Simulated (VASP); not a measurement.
# MgO (P6_3/mmc) in VASP: notebook

Runs on MgO. Level: PBEsol. Tasks: single point.

All numbers are computed with VASP 6.6.1; they aren't measurements. Logs are shortened: lines on timing, memory, paths and dates and some standing lists are left out, and cuts for length are marked.

### 1 The cell of the first run

The structure is hexagonal, space group P6_3/mmc (No. 194). Conventional cell: a = 3.486 Å, b = 3.486 Å, c = 4.282 Å, α = 90.00°, β = 90.00°, γ = 120.00°. Within 2.7 Å of Mg (site symmetry -6m2) lie 5 O at 2.01 to 2.14 Å. Within 2.7 Å of O (site symmetry -6m2) lie 5 Mg at 2.01 to 2.14 Å.

### 2 Single point, PBEsol (strain +0.000 along x and y, +0.025 along z)

Contents of INCAR:

```
PREC = Accurate
ENCUT = 520
EDIFF = 1E-7
ISMEAR = 0
SIGMA = 0.05
LREAL = False
LASPH = True
NELM = 80
ALGO = Normal
ISIF = 2
LWAVE = False
LCHARG = True
GGA = PS
LELF = True
LVHAR = True
NBANDS = 16
```

Contents of KPOINTS:

```
regular mesh
0
Gamma
  9 9 6
```

Contents of POSCAR:

```
MgO
1.0
    3.4863778627      0.0000000000      0.0000000000
   -1.7431889314      3.0192917963      0.0000000000
    0.0000000000      0.0000000000      4.2824922505
Mg O
2 2
Direct
    0.6666666667      0.3333333333      0.7500000000
    0.3333333333      0.6666666667      0.2500000000
    0.6666666667      0.3333333333      0.2500000000
    0.3333333333      0.6666666667      0.7500000000
```

Potentials or basis: VASP PAW PBE potentials, release 64 (Mg, O).

Started as:

```
cat potpaw_PBE.64/Mg/POTCAR potpaw_PBE.64/O/POTCAR > POTCAR
mpirun -np 1 vasp_std > vasp.out
```

OUTCAR:

```text
PREC = Accurate
   ENCUT = 520
   EDIFF = 1E-7
   ISMEAR = 0
   LREAL = False
   LASPH = True
   NELM = 80
   ISIF = 2
   GGA = PS

 ion  position               nearest neighbor table
   1  0.667  0.333  0.750-   4 2.01   4 2.01   4 2.01   3 2.14   3 2.14   2 2.94   2 2.94   2 2.94
                             2 2.94   2 2.94   2 2.94
   2  0.333  0.667  0.250-   3 2.01   3 2.01   3 2.01   4 2.14   4 2.14   1 2.94   1 2.94   1 2.94
                             1 2.94   1 2.94   1 2.94
   3  0.667  0.333  0.250-   2 2.01   2 2.01   2 2.01   1 2.14   1 2.14
   4  0.333  0.667  0.750-   1 2.01   1 2.01   1 2.01   2 2.14   2 2.14

  LATTYP: Found a hexagonal cell.
 ALAT       =     3.4863778627
 C/A-ratio  =     1.2283500008

  Lattice vectors:

 A1 = (   3.4863778627,   0.0000000000,   0.0000000000)
 A2 = (  -1.7431889314,   3.0192917963,   0.0000000000)
 A3 = (   0.0000000000,   0.0000000000,   4.2824922505)

Analysis of symmetry for initial positions (statically):
=====================================================================
 Subroutine PRICEL returns:
 Original cell was already a primitive cell.

 Routine SETGRP: Setting up the symmetry group for a
 hexagonal supercell.

 Subroutine GETGRP returns: Found 24 space group operations
 (whereof 12 operations were pure point group operations)
 out of a pool of 24 trial point group operations.

The static configuration has the point symmetry D_3d.
 The point group associated with its full space group is D_6h.

Analysis of symmetry for dynamics (positions and initial velocities):
=====================================================================
 Subroutine PRICEL returns:
 Original cell was already a primitive cell.

 Routine SETGRP: Setting up the symmetry group for a
 hexagonal supercell.

 Subroutine GETGRP returns: Found 24 space group operations
 (whereof 12 operations were pure point group operations)
 out of a pool of 24 trial point group operations.

The dynamic configuration has the point symmetry D_3d.
 The point group associated with its full space group is D_6h.

 Subroutine INISYM returns: Found 24 space group operations
 (whereof 12 operations are pure point group operations),
 and found     1 'primitive' translations

----------------------------------------------------------------------------------------

                                     Primitive cell

  volume of cell :      45.0792

[... 88 lines left out ...]
   LSORBIT =      F    spin-orbit coupling
   LASPH  =      T    aspherical Exc in radial PAW
   ENCUT  =  520.0 eV  38.22 Ry    6.18 a.u.   6.48  6.48  7.96*2*pi/ulx,y,z
   NELM   =     80;   NELMIN=  2; NELMDL= -5     # of ELM steps
   EDIFF  = 0.1E-06   stopping-criterion for ELM
   LREAL  =      F    real-space projection
   EDIFFG = 0.1E-05   stopping-criterion for IOM
   NSW    =      0    number of steps for IOM
   IBRION =     -1    ionic relax: 0-MD 1-quasi-New 2-CG
   NFREE  =      0    steps in history (QN), initial steepest desc. (CG)
   ISIF   =      2    stress and relaxation
   ISYM   =      2    0-nonsym 1-usesym 2-fastsym
   POTIM  = 0.5000    time-step for ionic-motion
   TEBEG  =    0.0;   TEEND  =   0.0 temperature during run
   PSTRESS=    0.0 pullay stress
   NELECT =      16.0000    total number of electrons
   NUPDOWN=      -1.0000    fix difference up-down
   EMIN   =  10.00;   EMAX   =-10.00  energy-range for DOS
   EFERMI =   0.00;   METHOD = LEGACY
   ISMEAR =     0;   SIGMA  =   0.05  broadening in eV -4-tet -1-fermi 0-gaus
   EFERMI_NEDOS =   21; number of points for ismear=-14 and -15
   IALGO  =     38    algorithm
   IMIX   =      4    mixing-type and parameters
     AMIX     =   0.40;   BMIX     =  1.00
     AMIX_MAG =   1.60;   BMIX_MAG =  1.00
  volume/ion in A,a.u.               =      11.27        76.05
  Fermi-wavevector in a.u.,A,eV,Ry     =   1.159105  2.190391 18.279759  1.343524
  Thomas-Fermi vector in A             =   2.295701
   LORBIT       =      0    0 simple, 1 ext, 2 COOP (PROOUT), +10 PAW based schemes
   GGA     = PS    functional components
   LHFCALC =     F    Hartree Fock is set to
   AEXX    =    0.0000 exact exchange contribution
   IVDW    =     0    specifies the selected vdW correction
   LEPSILON=     F    determine dielectric tensor
   LRPA    =     F    only Hartree local field effects (RPA)
 non-spin polarized calculation
 Gauss-broadening in eV      SIGMA  =   0.05
  energy-cutoff  :      520.00
  volume of cell :       45.08
 maximum number of plane-waves:      1263
 NGX is ok and might be reduce to    28
   NGX = 13   NGY = 13   NGZ = 15

 number of electron      15.9999989 magnetization

 Free energy of the ion-electron system (eV)
  ---------------------------------------------------
  ext. energy  EPLUGINS =         0.00000000
  ---------------------------------------------------
  free energy    TOTEN  =       -24.74470929 eV

  energy without entropy =      -24.74470929  energy(sigma->0) =      -24.74470929

 E-fermi :   1.9825     XC(G=0): -10.2083

 val. band max:        1.7628643055   @ k =   0.0000   0.0000   0.0000
 cond. band min:       4.9214415456   @ k =   0.0000   0.0000   0.0000
 fundamental gap:      3.1585772401
 Fermi energy:         1.9824520433

 k-point     1 :       0.0000    0.0000    0.0000
  band No.  band energies     occupation
      1     -15.0267      2.00000
      2     -13.7003      2.00000
      3      -1.9215      2.00000
      4       0.0592      2.00000
      5       0.0592      2.00000
      6       0.9202      2.00000
[... 433 lines left out ...]
      3      -1.7192      2.00000
      4      -1.0515      2.00000
      5      -1.0515      2.00000
      6       0.5178      2.00000
[... 8 lines left out ...]
     15      15.3587      0.00000
     16      17.9633      0.00000

 [... further k-points ...]
[... 5 lines left out ...]
  --------------------------------------------------------------------------------------
  -------------------------------------------------------------------------------------
  Total       -0.3365919     -0.3365919     -1.3877049      0.0000000     -0.0000000      0.0000000
  in kB      -11.9629455    -11.9629455    -49.3209670      0.0000000     -0.0000000      0.0000000
  external PRESSURE =     -24.4156193 kB  Pullay stress =       0.0000000 kB

 VOLUME and BASIS-vectors are now :
 -----------------------------------------------------------------------------
  energy-cutoff  :      520.00
  volume of cell :       45.08
      direct lattice vectors                 reciprocal lattice vectors
     3.486377863  0.000000000  0.000000000     0.286830642  0.165601748  0.000000000
    -1.743188931  3.019291796  0.000000000     0.000000000  0.331203497  0.000000000
     0.000000000  0.000000000  4.282492250     0.000000000  0.000000000  0.233508887

 POSITION                                       TOTAL-FORCE (eV/Angst)
 -----------------------------------------------------------------------------------
      1.74319      1.00643      3.21187         0.000000     -0.000000      0.000000
     -0.00000      2.01286      1.07062        -0.000000      0.000000      0.000000
      1.74319      1.00643      1.07062         0.000000      0.000000      0.000000
     -0.00000      2.01286      3.21187         0.000000      0.000000      0.000000
 -----------------------------------------------------------------------------------
    total drift:                                0.000000     -0.000000      0.000000

  FREE ENERGIE OF THE ION-ELECTRON SYSTEM (eV)
  ---------------------------------------------------
  free  energy   TOTEN  =       -24.7447092914 eV

  energy  without entropy=      -24.7447092914  energy(sigma->0) =      -24.74470929
```

stdout:

```text
POSCAR found type information on POSCAR MgO
 POSCAR found :  2 types and       4 ions
 scaLAPACK will be used
 -----------------------------------------------------------------------------
|                                                                             |
|                                                                             |
|     You enforced a specific xc type in the INCAR file but a different       |
|     I HOPE YOU KNOW WHAT YOU ARE DOING!                                     |
|                                                                             |
 -----------------------------------------------------------------------------

 LDA part: xc-table for (Slater+PW92), standard interpolation
 POSCAR, INCAR and KPOINTS ok, starting setup
 FFT: planning ... GRIDC
 FFT: planning ... GRID_SOFT
 FFT: planning ... GRID
 WAVECAR not read
 entering main loop
```

Wall time 53 s (1 thread of Intel Xeon 8259CL, shared host); peak memory 0.18 GiB.

What came out:

```yaml
Free_energy: -24.7447 eV
Pressure: -2.4 GPa
Band_gap_on_the_k_mesh: 3.16 eV, direct
```

Levels at points of the mesh, in eV from the valence-band top:
| k point | band 4 | band 5 | band 6 | band 7 | band 8 | band 9 | band 10 | band 11 | band 12 | band 13 |
| --- | --- | --- | --- | --- | --- | --- | --- | --- | --- | --- |
| (0.00, 0.00, 0.00) | -1.70 | -1.70 | -0.84 | -0.84 | 0.00 | 3.16 | 9.08 | 11.66 | 12.38 | 12.38 |
| (0.00, 0.00, 0.50) | -2.43 | -1.29 | -1.29 | -1.29 | -1.29 | 6.17 | 6.17 | 12.74 | 12.74 | 12.74 |

Caveat: the cell differs from its parent crystal (strain +0.000 along x and y, +0.025 along z); the PAW data sets were made with another functional, which shifts forces and pressure a little.

### 3 Single point, PBEsol (strain +0.025 along x and y, -0.025 along z)

Contents of INCAR:

```
PREC = Accurate ; ENCUT = 520
EDIFF = 1E-6 ; ISMEAR = 0
SIGMA = 0.05 ; LREAL = F
LASPH = T ; NELM = 100
ALGO = Normal ; ISIF = 2
LWAVE = F ; LCHARG = F
GGA = PS ; NBANDS = 16
```

Contents of KPOINTS:

```
Automatic mesh
0
Gamma
  9 9 6
```

Contents of POSCAR:

```
MgO
1.0
    3.5735373093      0.0000000000      0.0000000000
   -1.7867686547      3.0947740912      0.0000000000
    0.0000000000      0.0000000000      4.0735901895
Mg O
2 2
Direct
    0.6666666667      0.3333333333      0.7500000000
    0.3333333333      0.6666666667      0.2500000000
    0.6666666667      0.3333333333      0.2500000000
    0.3333333333      0.6666666667      0.7500000000
```

Potentials or basis: VASP PAW PBE potentials, release 64 (Mg, O).

Started as:

```
cat potpaw_PBE.64/Mg/POTCAR potpaw_PBE.64/O/POTCAR > POTCAR
mpirun -np 1 vasp_std > vasp.out
```

OUTCAR:

```text
PREC = Accurate
   ENCUT = 520
   EDIFF = 1E-6
   ISMEAR = 0
   LREAL = F
   LASPH = T
   NELM = 100
   ISIF = 2
   GGA = PS

 ion  position               nearest neighbor table
   1  0.667  0.333  0.750-   3 2.04   3 2.04   4 2.06   4 2.06   4 2.06   2 2.90   2 2.90   2 2.90
                             2 2.90   2 2.90   2 2.90
   2  0.333  0.667  0.250-   4 2.04   4 2.04   3 2.06   3 2.06   3 2.06   1 2.90   1 2.90   1 2.90
                             1 2.90   1 2.90   1 2.90
   3  0.667  0.333  0.250-   1 2.04   1 2.04   2 2.06   2 2.06   2 2.06
   4  0.333  0.667  0.750-   2 2.04   2 2.04   1 2.06   1 2.06   1 2.06

  LATTYP: Found a hexagonal cell.
 ALAT       =     3.5735373093
 C/A-ratio  =     1.1399321840

  Lattice vectors:

 A1 = (   3.5735373093,   0.0000000000,   0.0000000000)
 A2 = (  -1.7867686547,   3.0947740912,   0.0000000000)
 A3 = (   0.0000000000,   0.0000000000,   4.0735901895)

Analysis of symmetry for initial positions (statically):
=====================================================================
 Subroutine PRICEL returns:
 Original cell was already a primitive cell.

 Routine SETGRP: Setting up the symmetry group for a
 hexagonal supercell.

 Subroutine GETGRP returns: Found 24 space group operations
 (whereof 12 operations were pure point group operations)
 out of a pool of 24 trial point group operations.

The static configuration has the point symmetry D_3d.
 The point group associated with its full space group is D_6h.

Analysis of symmetry for dynamics (positions and initial velocities):
=====================================================================
 Subroutine PRICEL returns:
 Original cell was already a primitive cell.

 Routine SETGRP: Setting up the symmetry group for a
 hexagonal supercell.

 Subroutine GETGRP returns: Found 24 space group operations
 (whereof 12 operations were pure point group operations)
 out of a pool of 24 trial point group operations.
[... 121 lines left out ...]
   ISMEAR =     0;   SIGMA  =   0.05  broadening in eV -4-tet -1-fermi 0-gaus
   EFERMI_NEDOS =   21; number of points for ismear=-14 and -15
   IALGO  =     38    algorithm
   IMIX   =      4    mixing-type and parameters
     AMIX     =   0.40;   BMIX     =  1.00
     AMIX_MAG =   1.60;   BMIX_MAG =  1.00
  volume/ion in A,a.u.               =      11.26        76.00
  Fermi-wavevector in a.u.,A,eV,Ry     =   1.159347  2.190847 18.287380  1.344085
  Thomas-Fermi vector in A             =   2.295940
   LORBIT       =      0    0 simple, 1 ext, 2 COOP (PROOUT), +10 PAW based schemes
   GGA     = PS    functional components
   LHFCALC =     F    Hartree Fock is set to
   AEXX    =    0.0000 exact exchange contribution
   IVDW    =     0    specifies the selected vdW correction
   LEPSILON=     F    determine dielectric tensor
   LRPA    =     F    only Hartree local field effects (RPA)
 non-spin polarized calculation
 Gauss-broadening in eV      SIGMA  =   0.05
  energy-cutoff  :      520.00
  volume of cell :       45.05
 maximum number of plane-waves:      1233
 NGX is ok and might be reduce to    28
   NGX = 13   NGY = 13   NGZ = 15

 number of electron      15.9999995 magnetization

 Free energy of the ion-electron system (eV)
  ---------------------------------------------------
  ext. energy  EPLUGINS =         0.00000000
  ---------------------------------------------------
  free energy    TOTEN  =       -24.71271350 eV

  energy without entropy =      -24.71271350  energy(sigma->0) =      -24.71271350

 E-fermi :   1.8260     XC(G=0): -10.1872

 val. band max:        1.6272471954   @ k =   0.0000   0.0000   0.0000
 cond. band min:       4.8898151765   @ k =   0.0000   0.0000   0.0000
 fundamental gap:      3.2625679812
 Fermi energy:         1.8259670846

 k-point     1 :       0.0000    0.0000    0.0000
  band No.  band energies     occupation
      1     -15.0730      2.00000
      2     -13.6298      2.00000
      3      -1.7944      2.00000
      4      -0.0834      2.00000
      5      -0.0834      2.00000
      6       0.9806      2.00000
[... 433 lines left out ...]
      3      -1.7843      2.00000
      4      -1.0862      2.00000
      5      -1.0862      2.00000
      6       0.5788      2.00000
[... 8 lines left out ...]
     15      15.8807      0.00000
     16      17.8360      0.00000

 [... further k-points ...]
[... 5 lines left out ...]
  --------------------------------------------------------------------------------------
  -------------------------------------------------------------------------------------
  Total       -1.2294542     -1.2294542      1.3146273      0.0000000      0.0000000      0.0000000
  in kB      -43.7238445    -43.7238445     46.7529060      0.0000000      0.0000000      0.0000000
  external PRESSURE =     -13.5649276 kB  Pullay stress =       0.0000000 kB

 VOLUME and BASIS-vectors are now :
 -----------------------------------------------------------------------------
  energy-cutoff  :      520.00
  volume of cell :       45.05
      direct lattice vectors                 reciprocal lattice vectors
     3.573537309  0.000000000  0.000000000     0.279834773  0.161562681  0.000000000
    -1.786768655  3.094774091  0.000000000     0.000000000  0.323125362  0.000000000
     0.000000000  0.000000000  4.073590189     0.000000000  0.000000000  0.245483702

 POSITION                                       TOTAL-FORCE (eV/Angst)
 -----------------------------------------------------------------------------------
      1.78677      1.03159      3.05519        -0.000000     -0.000000      0.000000
     -0.00000      2.06318      1.01840         0.000000      0.000000      0.000000
      1.78677      1.03159      1.01840         0.000000     -0.000000      0.000000
     -0.00000      2.06318      3.05519        -0.000000      0.000000      0.000000
 -----------------------------------------------------------------------------------
    total drift:                                0.000000     -0.000000      0.000000

  FREE ENERGIE OF THE ION-ELECTRON SYSTEM (eV)
  ---------------------------------------------------
  free  energy   TOTEN  =       -24.7127134974 eV

  energy  without entropy=      -24.7127134974  energy(sigma->0) =      -24.71271350
```

OSZICAR:

```text
N       E                     dE             d eps       ncg     rms          rms(c)
DAV:   1     0.620234749007E+02    0.62023E+02   -0.74685E+03  1536   0.885E+02
DAV:   2    -0.243656454832E+02   -0.86389E+02   -0.78676E+02  2128   0.196E+02
DAV:   3    -0.283589944875E+02   -0.39933E+01   -0.39789E+01  1848   0.436E+01
DAV:   4    -0.283758172867E+02   -0.16823E-01   -0.16822E-01  1808   0.330E+00
DAV:   5    -0.283759018466E+02   -0.84560E-04   -0.84559E-04  1840   0.227E-01    0.105E+01
DAV:   6    -0.248362928738E+02    0.35396E+01   -0.91155E+00  1656   0.233E+01    0.355E+00
DAV:   7    -0.247558559311E+02    0.80437E-01   -0.14593E-01  1560   0.311E+00    0.209E+00
DAV:   8    -0.247150998258E+02    0.40756E-01   -0.10131E-01  1712   0.327E+00    0.530E-01
DAV:   9    -0.247122100569E+02    0.28898E-02   -0.90848E-03  1840   0.827E-01    0.112E-01
DAV:  10    -0.247127078541E+02   -0.49780E-03   -0.43396E-04  1536   0.181E-01    0.250E-02
DAV:  11    -0.247127157164E+02   -0.78623E-05   -0.17061E-05  1824   0.326E-02    0.186E-02
DAV:  12    -0.247127144774E+02    0.12390E-05   -0.33081E-06  1568   0.148E-02    0.831E-03
DAV:  13    -0.247127134576E+02    0.10197E-05   -0.29622E-06  1640   0.138E-02    0.380E-04
DAV:  14    -0.247127134974E+02   -0.39773E-07   -0.41862E-08   808   0.176E-03
   1 F= -.24712713E+02 E0= -.24712713E+02  d E =-.801150E-11
```

stdout:

```text
POSCAR found type information on POSCAR MgO
 POSCAR found :  2 types and       4 ions
 scaLAPACK will be used
 -----------------------------------------------------------------------------
|                                                                             |
|                                                                             |
|     You enforced a specific xc type in the INCAR file but a different       |
|     I HOPE YOU KNOW WHAT YOU ARE DOING!                                     |
|                                                                             |
 -----------------------------------------------------------------------------

 LDA part: xc-table for (Slater+PW92), standard interpolation
 POSCAR, INCAR and KPOINTS ok, starting setup
 FFT: planning ... GRIDC
 FFT: planning ... GRID_SOFT
 FFT: planning ... GRID
 WAVECAR not read
 entering main loop
```

Wall time 51 s (1 thread of Intel Xeon 8259CL, shared host); peak memory 0.18 GiB.

What came out:

```
Free energy            : -24.7127 eV
Pressure               : -1.4 GPa
Band gap on the k mesh : 3.26 eV, direct
```

Caveat: the cell differs from its parent crystal (strain +0.025 along x and y, -0.025 along z); the PAW data sets were made with another functional, which shifts forces and pressure a little.
